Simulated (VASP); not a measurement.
# MgO (rock salt type) in VASP: notebook

The runs below take MgO (rock salt type) through single point, with PBE, HSE06.

All numbers are computed with VASP 6.6.1; they aren't measurements. Logs are shortened: lines on timing, memory, paths and dates and some standing lists are left out, and cuts for length are marked.

## Step 1: The cell of the first run

It takes space group I4mm (No. 107, tetragonal). Conventional cell: a = 3.005 Å, b = 3.005 Å, c = 4.250 Å, α = 90.00°, β = 90.00°, γ = 90.00°. Within 2.8 Å of Mg (site symmetry 4mm) lie 6 O at 2.10 to 2.15 Å. O (site symmetry 4mm) has 6 Mg at 2.10 to 2.15 Å within 2.8 Å.

## Step 2: Single point, PBE

INCAR reads:

```
PREC = Accurate
ENCUT = 520
EDIFF = 1E-6
ISMEAR = -1
SIGMA = 0.1
LREAL = F
LASPH = T
NELM = 100
ALGO = Normal
ISIF = 2
LWAVE = F
LCHARG = T
GGA = PE
LELF = T
LVHAR = T
NBANDS = 11
```

KPOINTS reads:

```
Automatic mesh
0
Gamma
  8 8 8
```

POSCAR reads:

```
MgO
1.0
    0.0000000000      2.1250000000      2.1250000000
    2.1250000000      0.0000000000      2.1250000000
    2.1250000000      2.1250000000      0.0000000000
Mg O
1 1
Direct
   -0.0047058824      0.0047058824      0.0047058824
    0.5000000000      0.5000000000      0.5000000000
```

Potentials or basis: VASP PAW PBE potentials, release 64 (Mg, O).

The run is started by

```console
> cat potpaw_PBE.64/Mg/POTCAR potpaw_PBE.64/O/POTCAR > POTCAR
> mpirun -np 1 vasp_std > vasp.out
```

OUTCAR:

```text
PREC = Accurate
   ENCUT = 520
   EDIFF = 1E-6
   ISMEAR = -1
   LREAL = F
   LASPH = T
   NELM = 100
   ISIF = 2
   GGA = PE

 ion  position               nearest neighbor table
   1  0.995  0.005  0.005-   2 2.10   2 2.13   2 2.13   2 2.13   2 2.13   2 2.15
   2  0.500  0.500  0.500-   1 2.10   1 2.13   1 2.13   1 2.13   1 2.13   1 2.15

  LATTYP: Found a face centered cubic cell.
 ALAT       =     4.2500000000

  Lattice vectors:

 A1 = (   0.0000000000,   2.1250000000,   2.1250000000)
 A2 = (   2.1250000000,   0.0000000000,   2.1250000000)
 A3 = (   2.1250000000,   2.1250000000,   0.0000000000)

Analysis of symmetry for initial positions (statically):
=====================================================================
 Subroutine PRICEL returns:
 Original cell was already a primitive cell.

 Routine SETGRP: Setting up the symmetry group for a
 face centered cubic supercell.

 Subroutine GETGRP returns: Found  8 space group operations
 (whereof  8 operations were pure point group operations)
 out of a pool of 48 trial point group operations.

The static configuration has the point symmetry C_4v.

Analysis of symmetry for dynamics (positions and initial velocities):
=====================================================================
 Subroutine PRICEL returns:
 Original cell was already a primitive cell.

 Routine SETGRP: Setting up the symmetry group for a
 face centered cubic supercell.

 Subroutine GETGRP returns: Found  8 space group operations
 (whereof  8 operations were pure point group operations)
 out of a pool of 48 trial point group operations.

The dynamic configuration has the point symmetry C_4v.

 Subroutine INISYM returns: Found  8 space group operations
 (whereof  8 operations are pure point group operations),
 and found     1 'primitive' translations

----------------------------------------------------------------------------------------

                                     Primitive cell

  volume of cell :      19.1914

  direct lattice vectors                    reciprocal lattice vectors
     0.000000000  2.125000000  2.125000000    -0.235294118  0.235294118  0.235294118
     2.125000000  0.000000000  2.125000000     0.235294118 -0.235294118  0.235294118
     2.125000000  2.125000000  0.000000000     0.235294118  0.235294118 -0.235294118

  length of vectors
     3.005203820  3.005203820  3.005203820     0.407541366  0.407541366  0.407541366

  position of ions in fractional coordinates (direct lattice)
     0.995294118  0.004705882  0.004705882
     0.500000000  0.500000000  0.500000000

  ion indices of the primitive-cell ions
   primitive index   ion index
                 1           1
                 2           2

----------------------------------------------------------------------------------------

 KPOINTS: Automatic mesh

Automatic generation of k-mesh.
 Grid dimensions read from file:
 generate k-points for:    8    8    8

 Generating k-lattice:

  Cartesian coordinates                     Fractional coordinates (reciprocal lattice)
    -0.029411765  0.029411765  0.029411765     0.125000000  0.000000000  0.000000000
     0.029411765 -0.029411765  0.029411765     0.000000000  0.125000000  0.000000000
     0.029411765  0.029411765 -0.029411765     0.000000000  0.000000000  0.125000000

  Length of vectors
     0.050942671  0.050942671  0.050942671

  Shift w.r.t. Gamma in fractional coordinates (k-lattice)
     0.000000000  0.000000000  0.000000000

 Subroutine IBZKPT returns following result:
 ===========================================

 Found     59 irreducible k-points:

 Following reciprocal coordinates:
            Coordinates               Weight
  0.000000  0.000000  0.000000      1.000000
  0.125000  0.000000  0.000000      8.000000
  0.250000  0.000000  0.000000      8.000000
  0.375000  0.000000  0.000000      8.000000
  0.500000  0.000000  0.000000      4.000000
  0.125000  0.125000  0.000000      4.000000
[... 16 lines left out ...]
  0.000000  0.375000  0.250000      8.000000
  0.500000  0.250000  0.000000     16.000000
 [... further k-points ...]
   k-points           NKPTS =     59   k-points in BZ     NKDIM =     59   number of bands    NBANDS=     11
   number of dos      NEDOS =    301   number of ions     NIONS =      2
   total plane-waves  NPLWV =  13824
   dimension x,y,z NGX =    24 NGY =   24 NGZ =   24
   dimension x,y,z NGXF=    48 NGYF=   48 NGZF=   48
   ions per type =               1   1
   NGX,Y,Z   is equivalent  to a cutoff of  13.28, 13.28, 13.28 a.u.
   NGXF,Y,Z  is equivalent  to a cutoff of  26.55, 26.55, 26.55 a.u.
 SYSTEM =  unknown system
   PREC   = accura    normal or accurate (medium, high low for compatibility)
   ISTART =      0    job   : 0-new  1-cont  2-samecut
   ICHARG =      2    charge: 1-file 2-atom 10-const
   ISPIN  =      1    spin polarized calculation?
   LNONCOLLINEAR =      F non collinear calculations
   LSORBIT =      F    spin-orbit coupling
   LASPH  =      T    aspherical Exc in radial PAW
   ENCUT  =  520.0 eV  38.22 Ry    6.18 a.u.   5.59  5.59  5.59*2*pi/ulx,y,z
   NELM   =    100;   NELMIN=  2; NELMDL= -5     # of ELM steps
   EDIFF  = 0.1E-05   stopping-criterion for ELM
   LREAL  =      F    real-space projection
   EDIFFG = 0.1E-04   stopping-criterion for IOM
   NSW    =      0    number of steps for IOM
   IBRION =     -1    ionic relax: 0-MD 1-quasi-New 2-CG
   NFREE  =      0    steps in history (QN), initial steepest desc. (CG)
   ISIF   =      2    stress and relaxation
   ISYM   =      2    0-nonsym 1-usesym 2-fastsym
   POTIM  = 0.5000    time-step for ionic-motion
   TEBEG  =    0.0;   TEEND  =   0.0 temperature during run
   PSTRESS=    0.0 pullay stress
   NELECT =       8.0000    total number of electrons
   NUPDOWN=      -1.0000    fix difference up-down
   EMIN   =  10.00;   EMAX   =-10.00  energy-range for DOS
   EFERMI =   0.00;   METHOD = LEGACY
   ISMEAR =    -1;   SIGMA  =   0.10  broadening in eV -4-tet -1-fermi 0-gaus
   EFERMI_NEDOS =   21; number of points for ismear=-14 and -15
   IALGO  =     38    algorithm
   IMIX   =      4    mixing-type and parameters
     AMIX     =   0.40;   BMIX     =  1.00
     AMIX_MAG =   1.60;   BMIX_MAG =  1.00
  volume/ion in A,a.u.               =       9.60        64.76
  Fermi-wavevector in a.u.,A,eV,Ry     =   1.222933  2.311008 20.348389  1.495564
  Thomas-Fermi vector in A             =   2.358062
   LORBIT       =      0    0 simple, 1 ext, 2 COOP (PROOUT), +10 PAW based schemes
   GGA     = PE    functional components
   LHFCALC =     F    Hartree Fock is set to
   AEXX    =    0.0000 exact exchange contribution
   IVDW    =     0    specifies the selected vdW correction
   LEPSILON=     F    determine dielectric tensor
   LRPA    =     F    only Hartree local field effects (RPA)
 non-spin polarized calculation
  energy-cutoff  :      520.00
  volume of cell :       19.19
 maximum number of plane-waves:       534
 NGX is ok and might be reduce to    24
   NGX = 11   NGY = 11   NGZ = 11

 number of electron       8.0000004 magnetization

 Free energy of the ion-electron system (eV)
  ---------------------------------------------------
  ext. energy  EPLUGINS =         0.00000000
  ---------------------------------------------------
  free energy    TOTEN  =       -11.91083656 eV

  energy without entropy =      -11.91083656  energy(sigma->0) =      -11.91083656

 E-fermi :   5.0144     XC(G=0): -10.9518

 val. band max:        2.9877884426   @ k =   0.0000   0.0000   0.0000
 cond. band min:       7.4566267382   @ k =   0.0000   0.0000   0.0000
 fundamental gap:      4.4688382957
 Fermi energy:         5.0143722380

 k-point     1 :       0.0000    0.0000    0.0000
  band No.  band energies     occupation
      1     -14.1398      2.00000
      2       2.9872      2.00000
      3       2.9878      2.00000
      4       2.9878      2.00000
      5       7.4566      0.00000
      6      18.6357      0.00000
      7      18.6365      0.00000
      8      18.6365      0.00000
      9      22.4805      0.00000
     10      24.2250      0.00000
     11      24.2259      0.00000

 k-point     2 :       0.1250    0.0000    0.0000
  band No.  band energies     occupation
      1     -13.9843      2.00000
      2       2.0428      2.00000
      3       2.8893      2.00000
      4       2.8896      2.00000
      5       8.3743      0.00000
      6      16.9645      0.00000
      7      18.9784      0.00000
      8      18.9787      0.00000
      9      23.2121      0.00000
     10      23.2135      0.00000
     11      24.5481      0.00000

 k-point     3 :       0.2500    0.0000    0.0000
  band No.  band energies     occupation
      1     -13.5808      2.00000
      2       0.3792      2.00000
      3       2.6627      2.00000
      4       2.6630      2.00000
      5       9.8318      0.00000
      6      15.3906      0.00000
      7      19.4171      0.00000
      8      19.4175      0.00000
      9      22.8274      0.00000
     10      22.8292      0.00000
     11      24.5387      0.00000

 k-point     4 :       0.3750    0.0000    0.0000
  band No.  band energies     occupation
      1     -13.1284      2.00000
      2      -0.9827      2.00000
      3       2.4492      2.00000
      4       2.4495      2.00000
      5      10.5941      0.00000
      6      15.1068      0.00000
      7      19.2000      0.00000
      8      19.2009      0.00000
      9      23.7686      0.00000
     10      24.1277      0.00000
     11      24.1316      0.00000
[... 239 lines left out ...]
 k-point    22 :       0.3750    0.2500    0.0000
  band No.  band energies     occupation
      1     -13.0921      2.00000
      2      -0.3079      2.00000
      3       1.8309      2.00000
      4       2.0632      2.00000
      5      11.8916      0.00000
      6      13.5544      0.00000
      7      16.8384      0.00000
      8      20.4689      0.00000
      9      20.9256      0.00000
     10      26.7754      0.00000
     11      29.8563      0.00000

 k-point    23 :       0.0000    0.3750    0.2500
  band No.  band energies     occupation
      1     -13.0921      2.00000
      2      -0.3077      2.00000
      3       1.8310      2.00000
      4       2.0633      2.00000
      5      11.8900      0.00000
      6      13.5537      0.00000
      7      16.8418      0.00000
      8      20.4679      0.00000
      9      20.9254      0.00000
     10      26.7717      0.00000
     11      29.8507      0.00000

 k-point    24 :       0.5000    0.2500    0.0000
  band No.  band energies     occupation
      1     -12.8074      2.00000
      2      -0.7303      2.00000
      3       1.1305      2.00000
      4       2.0034      2.00000
      5      12.4977      0.00000
      6      14.3289      0.00000
      7      16.0056      0.00000
      8      20.3015      0.00000
      9      21.4350      0.00000
     10      27.1281      0.00000
     11      29.2775      0.00000

 [... further k-points ...]

------------------------ aborting loop because EDIFF is reached ----------------------------------------

  FORCE on cell =-STRESS in cart. coord.  units (eV):
  Direction    XX          YY          ZZ          XY          YZ          ZX
  --------------------------------------------------------------------------------------
  -------------------------------------------------------------------------------------
  Total       -0.0275303     -0.0431357     -0.0431357     -0.0000000      0.0000000      0.0000000
  in kB       -2.2983414     -3.6011423     -3.6011423     -0.0000000      0.0000000      0.0000000
  external PRESSURE =      -3.1668753 kB  Pullay stress =       0.0000000 kB

 VOLUME and BASIS-vectors are now :
 -----------------------------------------------------------------------------
  energy-cutoff  :      520.00
  volume of cell :       19.19
      direct lattice vectors                 reciprocal lattice vectors
     0.000000000  2.125000000  2.125000000    -0.235294118  0.235294118  0.235294118
     2.125000000  0.000000000  2.125000000     0.235294118 -0.235294118  0.235294118
     2.125000000  2.125000000  0.000000000     0.235294118  0.235294118 -0.235294118

 POSITION                                       TOTAL-FORCE (eV/Angst)
 -----------------------------------------------------------------------------------
      0.02000      2.12500      2.12500        -0.097503      0.000000      0.000000
      2.12500      2.12500      2.12500         0.097503      0.000000      0.000000
 -----------------------------------------------------------------------------------
    total drift:                                0.000147     -0.000000     -0.000000

  FREE ENERGIE OF THE ION-ELECTRON SYSTEM (eV)
  ---------------------------------------------------
  free  energy   TOTEN  =       -11.9108365611 eV

  energy  without entropy=      -11.9108365608  energy(sigma->0) =      -11.91083656
```

Run time: 26 s. Hardware: 1 thread of AMD EPYC 9R45, shared host; peak memory 0.12 GiB.

Results:

* Free energy: -11.9108 eV
* Pressure: -0.3 GPa
* Largest force: 0.098 eV/Å
* Band gap on the k mesh: 4.47 eV, direct

Forces in eV/Å, atoms in the order of the input:
```
Mg  -0.098  0.000  0.000
O    0.098  0.000  0.000
```

Stress tensor (GPa, compression positive):
```
-0.23  0.00  0.00
 0.00 -0.36  0.00
 0.00  0.00 -0.36
```

Levels at points of the mesh, in eV from the valence-band top:
```tsv
k point	band 1	band 2	band 3	band 4	band 5	band 6	band 7	band 8
(0.00, 0.00, 0.00)	-17.13	0.00	0.00	0.00	4.47	15.65	15.65	15.65
(0.50, 0.00, 0.00)	-15.91	-4.50	-0.62	-0.62	7.73	12.30	16.03	16.04
(0.50, 0.50, 0.00)	-15.66	-3.97	-1.31	-1.31	9.09	9.68	12.82	18.56
(0.00, 0.50, 0.50)	-15.66	-3.97	-1.31	-1.31	9.09	9.68	12.82	18.57
```

## Step 3: Single point, HSE06

Edit POSCAR of step 2 so:

```diff
@@ -8,3 +8,3 @@
 Direct
-   -0.0047058824      0.0047058824      0.0047058824
+    0.0000000000      0.0000000000      0.0000000000
     0.5000000000      0.5000000000      0.5000000000
```

INCAR.step1 reads:

```
SYSTEM = MgO
PREC = Accurate
ENCUT = 520
EDIFF = 1E-5
ISMEAR = -1
SIGMA = 0.02
LREAL = .FALSE.
LASPH = .TRUE.
NELM = 60
ALGO = Normal
ISIF = 2
LWAVE = .TRUE.
LCHARG = .FALSE.
NBANDS = 11
GGA = PE
```

INCAR.step2 reads:

```
SYSTEM = MgO
PREC = Accurate
ENCUT = 520
EDIFF = 1E-7
ISMEAR = -1
SIGMA = 0.02
LREAL = .FALSE.
LASPH = .TRUE.
NELM = 60
ALGO = Normal
ISIF = 2
LWAVE = .FALSE.
LCHARG = .FALSE.
GGA = PE
LHFCALC = .TRUE.
HFSCREEN = 0.2079
PRECFOCK = Normal
NBANDS = 11
ISTART = 1
```

KPOINTS reads:

```
Automatic mesh
0
G
  2 2 2
  0 0 0
```

Potentials or basis: VASP PAW PBE potentials, release 64 (Mg, O).

The run is started by

```console
> cat potpaw_PBE.64/Mg/POTCAR potpaw_PBE.64/O/POTCAR > POTCAR
> cp INCAR.step1 INCAR
> mpirun -np 1 vasp_std > vasp.out
> cp INCAR.step2 INCAR
> mpirun -np 1 vasp_std > vasp.out
```

Run time: 22 s. Hardware: 1 thread of AMD EPYC 9R45, shared host; peak memory 0.21 GiB.

It converged, with:

```
Free energy            : -13.5285 eV
Pressure               : -1.9 GPa
Band gap on the k mesh : 6.26 eV, direct
```

Levels at points of the mesh, in eV from the valence-band top:
| k point | band 1 | band 2 | band 3 | band 4 | band 5 | band 6 | band 7 | band 8 | band 9 |
| --- | --- | --- | --- | --- | --- | --- | --- | --- | --- |
| (0.00, 0.00, 0.00) | -18.56 | 0.00 | 0.00 | 0.00 | 6.26 | 17.39 | 17.39 | 17.39 | 21.28 |
| (0.50, 0.00, 0.00) | -17.25 | -4.81 | -0.68 | -0.68 | 9.45 | 14.56 | 17.80 | 17.80 | 22.35 |
| (0.50, 0.50, 0.00) | -16.97 | -4.27 | -1.44 | -1.44 | 10.69 | 11.38 | 15.07 | 20.81 | 20.81 |

Caveat: the k points lie up to 1.28 Å⁻¹ apart; the PAW data sets were made with another functional, which shifts forces and pressure a little.

(Continued in part 2 of 3.)
